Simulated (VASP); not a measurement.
# CdO (Fm-3m) in VASP: single point with PBEsol

Aim: the single point of CdO with PBEsol.

Program: VASP 6.6.1. These are calculated values, not measurements. Logs are shortened: lines on timing, memory, paths and dates and some standing lists are left out, and cuts for length are marked.

**1. The cell of the first run**

Symmetry: Fm-3m, No. 225, cubic system. Conventional cell: a = 4.689 Å, b = 4.689 Å, c = 4.689 Å, α = 90.00°, β = 90.00°, γ = 90.00°. Within 3.1 Å of Cd (site symmetry m-3m) lie 6 O at 2.34 Å. O (site symmetry m-3m) has 6 Cd at 2.34 Å within 3.1 Å.

**2. Single point, PBEsol**

Contents of INCAR:

```
SYSTEM = CdO
PREC = Accurate
ENCUT = 700
EDIFF = 1E-6
ISMEAR = 0
SIGMA = 0.05
LREAL = .FALSE.
LASPH = .TRUE.
NELM = 120
ALGO = Normal
ISIF = 2
LWAVE = .FALSE.
LCHARG = .FALSE.
GGA = PS
NBANDS = 20
GGA_COMPAT = .FALSE.
```

Contents of KPOINTS:

```
regular mesh
0
G
  6 6 6
  0 0 0
```

Contents of POSCAR:

```
CdO
1.0
    0.0000000000      2.3444684677      2.3444684677
    2.3444684677      0.0000000000      2.3444684677
    2.3444684677      2.3444684677      0.0000000000
Cd O
1 1
Direct
    0.0000000000      0.0000000000      0.0000000000
    0.5000000000      0.5000000000      0.5000000000
```

Potentials or basis: VASP PAW PBE potentials, release 64 (Cd_sv_GW, O).

The run is started by

```sh
$ cat potpaw_PBE.64/Cd_sv_GW/POTCAR potpaw_PBE.64/O/POTCAR > POTCAR
$ mpirun -np 1 vasp_std > vasp.out
```

OUTCAR:

```text
SYSTEM = CdO
   PREC = Accurate
   ENCUT = 700
   EDIFF = 1E-6
   ISMEAR = 0
   LREAL = .FALSE.
   LASPH = .TRUE.
   NELM = 120
   ISIF = 2
   GGA = PS

 ion  position               nearest neighbor table
   1  0.000  0.000  0.000-
   2  0.500  0.500  0.500-

  LATTYP: Found a face centered cubic cell.
 ALAT       =     4.6889369354

  Lattice vectors:

 A1 = (   0.0000000000,   2.3444684677,   2.3444684677)
 A2 = (   2.3444684677,   0.0000000000,   2.3444684677)
 A3 = (   2.3444684677,   2.3444684677,   0.0000000000)

Analysis of symmetry for initial positions (statically):
=====================================================================
 Subroutine PRICEL returns:
 Original cell was already a primitive cell.

 Routine SETGRP: Setting up the symmetry group for a
 face centered cubic supercell.

 Subroutine GETGRP returns: Found 48 space group operations
 (whereof 48 operations were pure point group operations)
 out of a pool of 48 trial point group operations.

The static configuration has the point symmetry O_h .

Analysis of symmetry for dynamics (positions and initial velocities):
=====================================================================
 Subroutine PRICEL returns:
 Original cell was already a primitive cell.

 Routine SETGRP: Setting up the symmetry group for a
 face centered cubic supercell.

 Subroutine GETGRP returns: Found 48 space group operations
 (whereof 48 operations were pure point group operations)
 out of a pool of 48 trial point group operations.

The dynamic configuration has the point symmetry O_h .

 Subroutine INISYM returns: Found 48 space group operations
 (whereof 48 operations are pure point group operations),
 and found     1 'primitive' translations

----------------------------------------------------------------------------------------

                                     Primitive cell

  volume of cell :      25.7729

  direct lattice vectors                    reciprocal lattice vectors
     0.000000000  2.344468468  2.344468468    -0.213267957  0.213267957  0.213267957
     2.344468468  0.000000000  2.344468468     0.213267957 -0.213267957  0.213267957
     2.344468468  2.344468468  0.000000000     0.213267957  0.213267957 -0.213267957

  length of vectors
     3.315579104  3.315579104  3.315579104     0.369390937  0.369390937  0.369390937

  position of ions in fractional coordinates (direct lattice)
     0.000000000  0.000000000  0.000000000
     0.500000000  0.500000000  0.500000000

  ion indices of the primitive-cell ions
   primitive index   ion index
                 1           1
                 2           2

----------------------------------------------------------------------------------------

 KPOINTS: regular mesh

Automatic generation of k-mesh.
 Grid dimensions read from file:
 generate k-points for:    6    6    6

 Generating k-lattice:

  Cartesian coordinates                     Fractional coordinates (reciprocal lattice)
    -0.035544659  0.035544659  0.035544659     0.166666667  0.000000000  0.000000000
     0.035544659 -0.035544659  0.035544659     0.000000000  0.166666667  0.000000000
     0.035544659  0.035544659 -0.035544659     0.000000000  0.000000000  0.166666667

  Length of vectors
     0.061565156  0.061565156  0.061565156

  Shift w.r.t. Gamma in fractional coordinates (k-lattice)
     0.000000000  0.000000000  0.000000000

 Subroutine IBZKPT returns following result:
 ===========================================

 Found     16 irreducible k-points:

 Following reciprocal coordinates:
            Coordinates               Weight
  0.000000  0.000000  0.000000      1.000000
  0.166667  0.000000  0.000000      8.000000
  0.333333  0.000000  0.000000      8.000000
  0.500000  0.000000  0.000000      4.000000
  0.166667  0.166667  0.000000      6.000000
  0.333333  0.166667  0.000000     24.000000
[... 8 lines left out ...]
 -0.333333  0.333333  0.166667     24.000000
 -0.333333  0.500000  0.166667     12.000000
   k-points           NKPTS =     16   k-points in BZ     NKDIM =     16   number of bands    NBANDS=     20
   number of dos      NEDOS =    301   number of ions     NIONS =      2
   total plane-waves  NPLWV =  27000
   dimension x,y,z NGX =    30 NGY =   30 NGZ =   30
   dimension x,y,z NGXF=    60 NGYF=   60 NGZF=   60
   ions per type =               1   1
   NGX,Y,Z   is equivalent  to a cutoff of  15.04, 15.04, 15.04 a.u.
   NGXF,Y,Z  is equivalent  to a cutoff of  30.08, 30.08, 30.08 a.u.
 SYSTEM =  CdO
   PREC   = accura    normal or accurate (medium, high low for compatibility)
   ISTART =      0    job   : 0-new  1-cont  2-samecut
   ICHARG =      2    charge: 1-file 2-atom 10-const
   ISPIN  =      1    spin polarized calculation?
   LNONCOLLINEAR =      F non collinear calculations
   LSORBIT =      F    spin-orbit coupling
   LASPH  =      T    aspherical Exc in radial PAW
   ENCUT  =  700.0 eV  51.45 Ry    7.17 a.u.   7.15  7.15  7.15*2*pi/ulx,y,z
   NELM   =    120;   NELMIN=  2; NELMDL= -5     # of ELM steps
   EDIFF  = 0.1E-05   stopping-criterion for ELM
   LREAL  =      F    real-space projection
   EDIFFG = 0.1E-04   stopping-criterion for IOM
   NSW    =      0    number of steps for IOM
   IBRION =     -1    ionic relax: 0-MD 1-quasi-New 2-CG
   NFREE  =      0    steps in history (QN), initial steepest desc. (CG)
   ISIF   =      2    stress and relaxation
   ISYM   =      2    0-nonsym 1-usesym 2-fastsym
   POTIM  = 0.5000    time-step for ionic-motion
   TEBEG  =    0.0;   TEEND  =   0.0 temperature during run
   PSTRESS=    0.0 pullay stress
   NELECT =      26.0000    total number of electrons
   NUPDOWN=      -1.0000    fix difference up-down
   EMIN   =  10.00;   EMAX   =-10.00  energy-range for DOS
   EFERMI =   0.00;   METHOD = LEGACY
   ISMEAR =     0;   SIGMA  =   0.05  broadening in eV -4-tet -1-fermi 0-gaus
   EFERMI_NEDOS =   21; number of points for ismear=-14 and -15
   IALGO  =     38    algorithm
   IMIX   =      4    mixing-type and parameters
     AMIX     =   0.40;   BMIX     =  1.00
     AMIX_MAG =   1.60;   BMIX_MAG =  1.00
  volume/ion in A,a.u.               =      12.89        86.96
  Fermi-wavevector in a.u.,A,eV,Ry     =   1.641893  3.102728 36.678763  2.695813
  Thomas-Fermi vector in A             =   2.732287
   LORBIT       =      0    0 simple, 1 ext, 2 COOP (PROOUT), +10 PAW based schemes
   GGA     = PS    functional components
   LHFCALC =     F    Hartree Fock is set to
   AEXX    =    0.0000 exact exchange contribution
   IVDW    =     0    specifies the selected vdW correction
   LEPSILON=     F    determine dielectric tensor
   LRPA    =     F    only Hartree local field effects (RPA)
 non-spin polarized calculation
 Gauss-broadening in eV      SIGMA  =   0.05
  energy-cutoff  :      700.00
  volume of cell :       25.77
 maximum number of plane-waves:      1106
 NGX is ok and might be reduce to    30
   NGX = 15   NGY = 15   NGZ = 15

 number of electron      25.9999997 magnetization

 Free energy of the ion-electron system (eV)
  ---------------------------------------------------
  ext. energy  EPLUGINS =         0.00000000
  ---------------------------------------------------
  free energy    TOTEN  =        -8.62544982 eV

  energy without entropy =       -8.62490737  energy(sigma->0) =       -8.62517859

 E-fermi :   4.9516     XC(G=0): -12.2292

 val. band max:        4.9108246334   @ k =   0.5000   0.0000   0.0000
 cond. band min:       6.3728698230   @ k =   0.1667   0.0000   0.0000
 fundamental gap:      1.4620451896
 Fermi energy:         4.9515769085

 k-point     1 :       0.0000    0.0000    0.0000
  band No.  band energies     occupation
      1     -95.3857      2.00000
      2     -56.4935      2.00000
      3     -56.4935      2.00000
      4     -56.4935      2.00000
      5     -12.4549      2.00000
      6      -1.7607      2.00000
[... 12 lines left out ...]
     19      23.0946      0.00000
     20      23.0946      0.00000

 k-point     2 :       0.1667    0.0000    0.0000
  band No.  band energies     occupation
      1     -95.3855      2.00000
      2     -56.4978      2.00000
      3     -56.4941      2.00000
      4     -56.4941      2.00000
      5     -12.2642      2.00000
      6      -1.8992      2.00000
[... 12 lines left out ...]
     19      23.6641      0.00000
     20      23.6641      0.00000

 k-point     3 :       0.3333    0.0000    0.0000
  band No.  band energies     occupation
      1     -95.3850      2.00000
      2     -56.5066      2.00000
      3     -56.4955      2.00000
      4     -56.4955      2.00000
      5     -11.8507      2.00000
      6      -2.4233      2.00000
[... 12 lines left out ...]
     19      25.1413      0.00000
     20      25.1413      0.00000

 k-point     4 :       0.5000    0.0000    0.0000
  band No.  band energies     occupation
      1     -95.3847      2.00000
      2     -56.5109      2.00000
      3     -56.4961      2.00000
      4     -56.4961      2.00000
      5     -11.6240      2.00000
      6      -2.7956      2.00000
[... 12 lines left out ...]
     19      25.4391      0.00000
     20      26.8596      0.00000

 k-point     5 :       0.1667    0.1667    0.0000
  band No.  band energies     occupation
      1     -95.3854      2.00000
      2     -56.4976      2.00000
      3     -56.4952      2.00000
      4     -56.4952      2.00000
      5     -12.2214      2.00000
      6      -1.9648      2.00000
[... 12 lines left out ...]
     19      24.9414      0.00000
     20      27.0156      0.00000
[... 169 lines left out ...]
      6      -2.2418      2.00000
[... 12 lines left out ...]
     19      28.0304      0.00000
     20      29.1220      0.00000

 k-point    14 :       0.5000    0.3333    0.1667
  band No.  band energies     occupation
      1     -95.3846      2.00000
      2     -56.5065      2.00000
      3     -56.5009      2.00000
      4     -56.4977      2.00000
      5     -11.7508      2.00000
      6      -2.1615      2.00000
[... 12 lines left out ...]
     19      25.6344      0.00000
     20      28.1450      0.00000

 k-point    15 :      -0.3333    0.3333    0.1667
  band No.  band energies     occupation
      1     -95.3845      2.00000
      2     -56.5072      2.00000
      3     -56.5029      2.00000
      4     -56.4988      2.00000
      5     -11.6609      2.00000
      6      -2.2337      2.00000
[... 12 lines left out ...]
     19      23.7400      0.00000
     20      28.9489      0.00000

 k-point    16 :      -0.3333    0.5000    0.1667
  band No.  band energies     occupation
      1     -95.3844      2.00000
      2     -56.5075      2.00000
      3     -56.5028      2.00000
      4     -56.5004      2.00000
      5     -11.7006      2.00000
      6      -2.1076      2.00000
[... 12 lines left out ...]
     19      25.5436      0.00000
     20      29.1519      0.00000

------------------------ aborting loop because EDIFF is reached ----------------------------------------

  FORCE on cell =-STRESS in cart. coord.  units (eV):
  Direction    XX          YY          ZZ          XY          YZ          ZX
  --------------------------------------------------------------------------------------
  -------------------------------------------------------------------------------------
  Total        0.0025352      0.0025352      0.0025352      0.0000000      0.0000000      0.0000000
  in kB        0.1576008      0.1576008      0.1576008      0.0000000      0.0000000      0.0000000
  external PRESSURE =       0.1576008 kB  Pullay stress =       0.0000000 kB

 VOLUME and BASIS-vectors are now :
 -----------------------------------------------------------------------------
  energy-cutoff  :      700.00
  volume of cell :       25.77
      direct lattice vectors                 reciprocal lattice vectors
     0.000000000  2.344468468  2.344468468    -0.213267957  0.213267957  0.213267957
     2.344468468  0.000000000  2.344468468     0.213267957 -0.213267957  0.213267957
     2.344468468  2.344468468  0.000000000     0.213267957  0.213267957 -0.213267957

 POSITION                                       TOTAL-FORCE (eV/Angst)
 -----------------------------------------------------------------------------------
      0.00000      0.00000      0.00000         0.000000     -0.000000     -0.000000
      2.34447      2.34447      2.34447        -0.000000      0.000000      0.000000
 -----------------------------------------------------------------------------------
    total drift:                               -0.000000      0.000000      0.000000

  FREE ENERGIE OF THE ION-ELECTRON SYSTEM (eV)
  ---------------------------------------------------
  free  energy   TOTEN  =        -8.6254498205 eV

  energy  without entropy=       -8.6249073680  energy(sigma->0) =       -8.62517859
```

It took 15 s on 1 thread of AMD EPYC 7R13 (Zen 3), shared host; peak memory 0.15 GiB.

Results:

- Free energy: -8.6254 eV
- Pressure: 0.0 GPa
- Band gap on the k mesh: zero (bands 13 and 14 overlap by 0.50 eV)

Caveat: the k points lie up to 0.39 Å⁻¹ apart, too coarse for converged energies and pressures of a metal; semilocal functionals underestimate gaps, and a narrow one can read as zero; the PAW data sets were made with another functional, which shifts forces and pressure a little.

The gap in the log of VASP goes by the Fermi energy; the results here count the filled bands.